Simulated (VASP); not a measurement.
Wanted: the native input for a VASP 6.6.1 run.

```yaml
Task: single point
Functional: r2SCAN
Potentials_or_basis: VASP PAW PBE potentials, release 64 (In_d, Se)
Cutoff: 520 eV
k_mesh: 6 × 6 × 1
Occupations: gaussian, width 0.1 eV
Spin: no spin polarisation
Dipole_correction: no
Further_INCAR_settings: ALGO = Normal; EDIFF = 1e-06; NBANDS = 48
```

Crystal: InSe.

```
In Se
1.0
     4.04188    0.00000    0.00000
    -2.02094    3.50037    0.00000
     0.00000    0.00000   17.53699
In Se
4 4
Direct
  0.33333 0.66667 0.17028
  0.66667 0.33333 0.67028
  0.33333 0.66667 0.32972
  0.66667 0.33333 0.82972
  0.33333 0.66667 0.59840
  0.66667 0.33333 0.09840
  0.33333 0.66667 0.90160
  0.66667 0.33333 0.40160
```

These files were run (other wordings do the same):

POSCAR

```
InSe
1.0
    4.0418807324      0.0000000000      0.0000000000
   -2.0209403662      3.5003713933      0.0000000000
    0.0000000000      0.0000000000     17.5369872484
In Se
4 4
Direct
    0.3333333333      0.6666666667      0.1702794304
    0.6666666667      0.3333333333      0.6702794304
    0.3333333333      0.6666666667      0.3297205696
    0.6666666667      0.3333333333      0.8297205696
    0.3333333333      0.6666666667      0.5984014945
    0.6666666667      0.3333333333      0.0984014945
    0.3333333333      0.6666666667      0.9015985055
    0.6666666667      0.3333333333      0.4015985055
```

INCAR.step1

```
SYSTEM = InSe
  PREC = Accurate
  ENCUT = 520
  ISMEAR = 0
  SIGMA = 0.1
  LREAL = .FALSE.
  LASPH = .TRUE.
  NELM = 80
  NBANDS = 48
  GGA = PE
  ALGO = Normal
  EDIFF = 1E-4
  LWAVE = .TRUE.
  LCHARG = .FALSE.
```

INCAR.step2

```
SYSTEM = InSe
  PREC = Accurate
  ENCUT = 520
  EDIFF = 1E-6
  ISMEAR = 0
  SIGMA = 0.1
  LREAL = .FALSE.
  LASPH = .TRUE.
  NELM = 80
  ALGO = Normal
  ISIF = 2
  LWAVE = .FALSE.
  LCHARG = .FALSE.
  METAGGA = R2SCAN
  LMIXTAU = .TRUE.
  NBANDS = 48
  ISTART = 1
```

KPOINTS

```
regular mesh
0
G
  6 6 1
  0 0 0
```

Potentials or basis: VASP PAW PBE potentials, release 64 (In_d, Se).

Launch:

```console
$ cat potpaw_PBE.64/In_d/POTCAR potpaw_PBE.64/Se/POTCAR > POTCAR
$ cp INCAR.step1 INCAR
$ mpirun -np 1 vasp_std > vasp.out
$ cp INCAR.step2 INCAR
$ mpirun -np 1 vasp_std > vasp.out
```

It gave:

```
Pressure               : 0.0 GPa
Largest force          : 0.007 eV/Å
Band gap on the k mesh : 0.98 eV, direct
```

Caveat: the PAW data sets were made with another functional, which shifts forces and pressure a little; spin-orbit coupling is left out, which moves the levels of the heavy elements.

Wall time 9.7 min on 1 thread of Intel(R) Xeon(R) Platinum 8559C (Emerald Rapids), with other jobs on the host, peak memory 0.41 GiB.
